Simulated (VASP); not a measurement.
# SnPb3S4 (I4/mmm) in VASP: notebook

SnPb3S4 is run at these levels: PBE; tasks: single point.

All numbers are computed with VASP 6.6.1; they aren't measurements. Logs are shortened: lines on timing, memory, paths and dates and some standing lists are left out, and cuts for length are marked.

## Step 1: The cell of the first run

The structure is tetragonal, space group I4/mmm (No. 139). The conventional cell has a = 5.973 Å, b = 5.973 Å, c = 11.944 Å, α = 90.00°, β = 90.00°, γ = 90.00°. Within 3.9 Å of Sn (site symmetry 4/mmm) lie 6 S at 2.94 to 2.99 Å. Pb (site symmetry -4m2) has 6 S at 2.99 Å within 3.9 Å. Pb (site symmetry 4/mmm) has 6 S at 2.99 to 3.04 Å within 3.9 Å. S (site symmetry mmm) has 4 Pb at 2.99 Å and 2 Sn at 2.99 Å within 3.9 Å. Within 3.9 Å of S (site symmetry 4mm) lie 1 Sn at 2.94 Å and 5 Pb at 2.99 to 3.04 Å.

## Step 2: Single point, PBE

File INCAR:

```
ALGO = Normal ; EDIFF = 1E-6
ENCUT = 520 ; GGA = PE
ISIF = 2 ; ISMEAR = 0
LASPH = T ; LCHARG = F
LREAL = F ; LWAVE = F
NBANDS = 50 ; NELM = 60
PREC = Accurate ; SIGMA = 0.1
```

File KPOINTS:

```
k-points
0
Gamma
  4 4 4
```

File POSCAR:

```
SnPb3S4
1.0
   -2.9864408000      2.9864408000      5.9720615000
    2.9864408000     -2.9864408000      5.9720615000
    2.9864408000      2.9864408000     -5.9720615000
Sn Pb S
1 3 4
Direct
    0.5000000000      0.5000000000      0.0000000000
    0.7500000000      0.2500000000      0.5000000000
    0.2500000000      0.7500000000      0.5000000000
    0.0000000000      0.0000000000      0.0000000000
    0.0000000000      0.5000000000      0.5000000000
    0.7458940000      0.7458940000      0.0000000000
    0.5000000000      0.0000000000      0.5000000000
    0.2541060000      0.2541060000      0.0000000000
```

Potentials or basis: VASP PAW PBE potentials, release 64 (Sn_d, Pb_d, S).

Launch:

```bash
cat potpaw_PBE.64/Sn_d/POTCAR potpaw_PBE.64/Pb_d/POTCAR potpaw_PBE.64/S/POTCAR > POTCAR
mpirun -np 1 vasp_std > vasp.out
```

OUTCAR:

```text
EDIFF = 1E-6
   ENCUT = 520
   GGA = PE
   ISIF = 2
   ISMEAR = 0
   LASPH = T
   LREAL = F
   NELM = 60
   PREC = Accurate

 ion  position               nearest neighbor table
   1  0.500  0.500  0.000-   6 2.94   8 2.94   7 2.99   5 2.99   7 2.99   5 2.99
   2  0.750  0.250  0.500-   5 2.99   7 2.99   6 2.99   8 2.99   8 2.99   6 2.99
   3  0.250  0.750  0.500-   5 2.99   7 2.99   6 2.99   8 2.99   8 2.99   6 2.99
   4  0.000  0.000  0.000-   5 2.99   7 2.99   5 2.99   7 2.99   6 3.04   8 3.04
   5  0.000  0.500  0.500-   2 2.99   3 2.99   1 2.99   4 2.99   4 2.99   1 2.99
   6  0.746  0.746  0.000-   1 2.94   2 2.99   3 2.99   2 2.99   3 2.99   4 3.04
   7  0.500  0.000  0.500-   2 2.99   3 2.99   1 2.99   4 2.99   1 2.99   4 2.99
   8  0.254  0.254  0.000-   1 2.94   2 2.99   3 2.99   3 2.99   2 2.99   4 3.04

  LATTYP: Found a body centered tetragonal cell.
 ALAT       =     5.9728816000
 C/A-ratio  =     1.9997253922

  Lattice vectors:

 A1 = (  -2.9864408000,   2.9864408000,   5.9720615000)
 A2 = (   2.9864408000,  -2.9864408000,   5.9720615000)
 A3 = (   2.9864408000,   2.9864408000,  -5.9720615000)

Analysis of symmetry for initial positions (statically):
=====================================================================
 Subroutine PRICEL returns:
 Original cell was already a primitive cell.

 Routine SETGRP: Setting up the symmetry group for a
 body centered tetragonal supercell.

 Subroutine GETGRP returns: Found 16 space group operations
 (whereof 16 operations were pure point group operations)
 out of a pool of 16 trial point group operations.

The static configuration has the point symmetry D_4h.

Analysis of symmetry for dynamics (positions and initial velocities):
=====================================================================
 Subroutine PRICEL returns:
 Original cell was already a primitive cell.

 Routine SETGRP: Setting up the symmetry group for a
 body centered tetragonal supercell.

 Subroutine GETGRP returns: Found 16 space group operations
 (whereof 16 operations were pure point group operations)
 out of a pool of 16 trial point group operations.

The dynamic configuration has the point symmetry D_4h.

 Subroutine INISYM returns: Found 16 space group operations
 (whereof 16 operations are pure point group operations),
 and found     1 'primitive' translations

----------------------------------------------------------------------------------------

                                     Primitive cell

  volume of cell :     213.0552

  direct lattice vectors                    reciprocal lattice vectors
    -2.986440800  2.986440800  5.972061500     0.000000000  0.167423376  0.083723183
     2.986440800 -2.986440800  5.972061500     0.167423376  0.000000000  0.083723183
     2.986440800  2.986440800 -5.972061500     0.167423376  0.167423376  0.000000000

  length of vectors
     7.314586514  7.314586514  7.314586514     0.187190166  0.187190166  0.236772409

  position of ions in fractional coordinates (direct lattice)
     0.500000000  0.500000000  0.000000000
     0.750000000  0.250000000  0.500000000
     0.250000000  0.750000000  0.500000000
     0.000000000  0.000000000  0.000000000
     0.000000000  0.500000000  0.500000000
     0.745894000  0.745894000  0.000000000
     0.500000000  0.000000000  0.500000000
     0.254106000  0.254106000  0.000000000

  ion indices of the primitive-cell ions
   primitive index   ion index
                 1           1
                 2           2
                 3           3
                 4           4
                 5           5
                 6           6
                 7           7
                 8           8

----------------------------------------------------------------------------------------

 KPOINTS: k-points

Automatic generation of k-mesh.
 Grid dimensions read from file:
 generate k-points for:    4    4    4

 Generating k-lattice:

  Cartesian coordinates                     Fractional coordinates (reciprocal lattice)
     0.000000000  0.041855844  0.020930796     0.250000000 -0.000000000  0.000000000
     0.041855844  0.000000000  0.020930796    -0.000000000  0.250000000  0.000000000
     0.041855844  0.041855844  0.000000000     0.000000000  0.000000000  0.250000000

  Length of vectors
     0.046797541  0.046797541  0.059193102

  Shift w.r.t. Gamma in fractional coordinates (k-lattice)
     0.000000000  0.000000000  0.000000000

 Subroutine IBZKPT returns following result:
 ===========================================

 Found     13 irreducible k-points:

 Following reciprocal coordinates:
            Coordinates               Weight
  0.000000  0.000000  0.000000      1.000000
  0.250000 -0.000000  0.000000      8.000000
  0.500000 -0.000000  0.000000      4.000000
  0.250000  0.250000  0.000000      8.000000
  0.500000  0.250000  0.000000     16.000000
 -0.250000  0.250000  0.000000      4.000000
  0.500000  0.500000  0.000000      2.000000
  0.250000  0.250000  0.250000      2.000000
 -0.250000  0.250000  0.250000      4.000000
  0.500000  0.500000  0.250000      4.000000
 -0.250000  0.500000  0.250000      8.000000
 -0.250000 -0.250000  0.250000      2.000000
  0.500000  0.500000  0.500000      1.000000
   k-points           NKPTS =     13   k-points in BZ     NKDIM =     13   number of bands    NBANDS=     50
   number of dos      NEDOS =    301   number of ions     NIONS =      8
   total plane-waves  NPLWV = 157464
   dimension x,y,z NGX =    54 NGY =   54 NGZ =   54
   dimension x,y,z NGXF=   108 NGYF=  108 NGZF=  108
   ions per type =               1   3   4
   NGX,Y,Z   is equivalent  to a cutoff of  12.27, 12.27, 12.27 a.u.
   NGXF,Y,Z  is equivalent  to a cutoff of  24.55, 24.55, 24.55 a.u.
 SYSTEM =  unknown system
   PREC   = accura    normal or accurate (medium, high low for compatibility)
   ISTART =      0    job   : 0-new  1-cont  2-samecut
   ICHARG =      2    charge: 1-file 2-atom 10-const
   ISPIN  =      1    spin polarized calculation?
   LNONCOLLINEAR =      F non collinear calculations
   LSORBIT =      F    spin-orbit coupling
   LASPH  =      T    aspherical Exc in radial PAW
   ENCUT  =  520.0 eV  38.22 Ry    6.18 a.u.  13.60 13.60 13.60*2*pi/ulx,y,z
   NELM   =     60;   NELMIN=  2; NELMDL= -5     # of ELM steps
   EDIFF  = 0.1E-05   stopping-criterion for ELM
   LREAL  =      F    real-space projection
   EDIFFG = 0.1E-04   stopping-criterion for IOM
   NSW    =      0    number of steps for IOM
   IBRION =     -1    ionic relax: 0-MD 1-quasi-New 2-CG
   NFREE  =      0    steps in history (QN), initial steepest desc. (CG)
   ISIF   =      2    stress and relaxation
   ISYM   =      2    0-nonsym 1-usesym 2-fastsym
   POTIM  = 0.5000    time-step for ionic-motion
   TEBEG  =    0.0;   TEEND  =   0.0 temperature during run
   PSTRESS=    0.0 pullay stress
   NELECT =      80.0000    total number of electrons
   NUPDOWN=      -1.0000    fix difference up-down
   EMIN   =  10.00;   EMAX   =-10.00  energy-range for DOS
   EFERMI =   0.00;   METHOD = LEGACY
   ISMEAR =     0;   SIGMA  =   0.10  broadening in eV -4-tet -1-fermi 0-gaus
   EFERMI_NEDOS =   21; number of points for ismear=-14 and -15
   IALGO  =     38    algorithm
   IMIX   =      4    mixing-type and parameters
     AMIX     =   0.40;   BMIX     =  1.00
     AMIX_MAG =   1.60;   BMIX_MAG =  1.00
  volume/ion in A,a.u.               =      26.63       179.72
  Fermi-wavevector in a.u.,A,eV,Ry     =   1.181066  2.231891 18.978994  1.394917
  Thomas-Fermi vector in A             =   2.317346
   LORBIT       =      0    0 simple, 1 ext, 2 COOP (PROOUT), +10 PAW based schemes
   GGA     = PE    functional components
   LHFCALC =     F    Hartree Fock is set to
   AEXX    =    0.0000 exact exchange contribution
   IVDW    =     0    specifies the selected vdW correction
   LEPSILON=     F    determine dielectric tensor
   LRPA    =     F    only Hartree local field effects (RPA)
 non-spin polarized calculation
 Gauss-broadening in eV      SIGMA  =   0.10
  energy-cutoff  :      520.00
  volume of cell :      213.06
 maximum number of plane-waves:      5783
   NGX = 27   NGY = 27   NGZ = 27

 number of electron      80.0000005 magnetization

 Free energy of the ion-electron system (eV)
  ---------------------------------------------------
  ext. energy  EPLUGINS =         0.00000000
  ---------------------------------------------------
  free energy    TOTEN  =       -35.00601439 eV

  energy without entropy =      -35.00124275  energy(sigma->0) =      -35.00362857

 E-fermi :   5.8632     XC(G=0):  -9.5433

 val. band max:        5.4590130541   @ k =   0.5000   0.5000   0.0000
 cond. band min:       5.8814861587   @ k =   0.5000   0.5000   0.0000
 fundamental gap:      0.4224731046
 Fermi energy:         5.8631807462

 k-point     1 :       0.0000    0.0000    0.0000
  band No.  band energies     occupation
      1     -15.9132      2.00000
      2     -15.9113      2.00000
      3     -15.9074      2.00000
      4     -15.9059      2.00000
      5     -15.9059      2.00000
      6     -11.3835      2.00000
[... 42 lines left out ...]
     49      10.5493      0.00000
     50      10.5537      0.00000

 k-point     2 :       0.2500   -0.0000    0.0000
  band No.  band energies     occupation
      1     -15.9125      2.00000
      2     -15.9114      2.00000
      3     -15.9070      2.00000
      4     -15.9059      2.00000
      5     -15.9059      2.00000
      6     -11.3748      2.00000
[... 42 lines left out ...]
     49       9.7397      0.00000
     50      10.0920      0.00000

 k-point     3 :       0.5000   -0.0000    0.0000
  band No.  band energies     occupation
      1     -15.9118      2.00000
      2     -15.9114      2.00000
      3     -15.9066      2.00000
      4     -15.9060      2.00000
      5     -15.9058      2.00000
      6     -11.3686      2.00000
[... 519 lines left out ...]
     49      10.2231      0.00000
     50      10.7012      0.00000

 k-point    13 :       0.5000    0.5000    0.5000
  band No.  band energies     occupation
      1     -15.9133      2.00000
      2     -15.9113      2.00000
      3     -15.9073      2.00000
      4     -15.9058      2.00000
      5     -15.9058      2.00000
      6     -11.3981      2.00000
[... 42 lines left out ...]
     49      10.3994      0.00000
     50      10.4185      0.00000

------------------------ aborting loop because EDIFF is reached ----------------------------------------

  FORCE on cell =-STRESS in cart. coord.  units (eV):
  Direction    XX          YY          ZZ          XY          YZ          ZX
  --------------------------------------------------------------------------------------
  -------------------------------------------------------------------------------------
  Total        0.1163556      0.1163556     -0.5168573      0.0000000     -0.0000000      0.0000000
  in kB        0.8749957      0.8749957     -3.8867731      0.0000000     -0.0000000      0.0000000
  external PRESSURE =      -0.7122606 kB  Pullay stress =       0.0000000 kB

 VOLUME and BASIS-vectors are now :
 -----------------------------------------------------------------------------
  energy-cutoff  :      520.00
  volume of cell :      213.06
      direct lattice vectors                 reciprocal lattice vectors
    -2.986440800  2.986440800  5.972061500     0.000000000  0.167423376  0.083723183
     2.986440800 -2.986440800  5.972061500     0.167423376  0.000000000  0.083723183
     2.986440800  2.986440800 -5.972061500     0.167423376  0.167423376  0.000000000

 POSITION                                       TOTAL-FORCE (eV/Angst)
 -----------------------------------------------------------------------------------
      0.00000      0.00000      5.97206        -0.000000     -0.000000     -0.000000
      0.00000      2.98644      2.98603        -0.000000     -0.000000      0.000000
      2.98644      0.00000      2.98603        -0.000000     -0.000000      0.000000
      0.00000      0.00000      0.00000        -0.000000     -0.000000     -0.000000
      2.98644      0.00000      0.00000        -0.000000     -0.000000     -0.000000
      0.00000      0.00000      8.90905         0.000000      0.000000     -0.023182
      0.00000      2.98644      0.00000        -0.000000     -0.000000     -0.000000
      0.00000      0.00000      3.03507         0.000000      0.000000      0.023182
 -----------------------------------------------------------------------------------
    total drift:                                0.000000      0.000000      0.000000

  FREE ENERGIE OF THE ION-ELECTRON SYSTEM (eV)
  ---------------------------------------------------
  free  energy   TOTEN  =       -35.0060143863 eV

  energy  without entropy=      -35.0012427515  energy(sigma->0) =      -35.00362857
```

Run time: 1.9 min. Hardware: 1 thread of Intel Xeon 6975P-C (Granite Rapids), shared host; peak memory 0.46 GiB.

What came out:

```
Free energy            : -35.0060 eV
Pressure               : -0.1 GPa
Largest force          : 0.023 eV/Å
Band gap on the k mesh : 0.01 eV
```

Forces on the atoms (eV/Å):
```
Sn   0.000  0.000  0.000
Pb   0.000  0.000  0.000
Pb   0.000  0.000  0.000
Pb   0.000  0.000  0.000
S    0.000  0.000  0.000
S    0.000  0.000 -0.023
S    0.000  0.000  0.000
S    0.000  0.000  0.023
```

Stress tensor (GPa, compression positive):
```
 0.09  0.00  0.00
 0.00  0.09  0.00
 0.00  0.00 -0.39
```

Caveat: the smearing spreads over this small gap; spin-orbit coupling is left out, which moves the levels of the heavy elements. A k mesh can miss the band edges.

[end of part 1 of 2]

The gap in the log of VASP goes by the Fermi energy; the results here count the filled bands.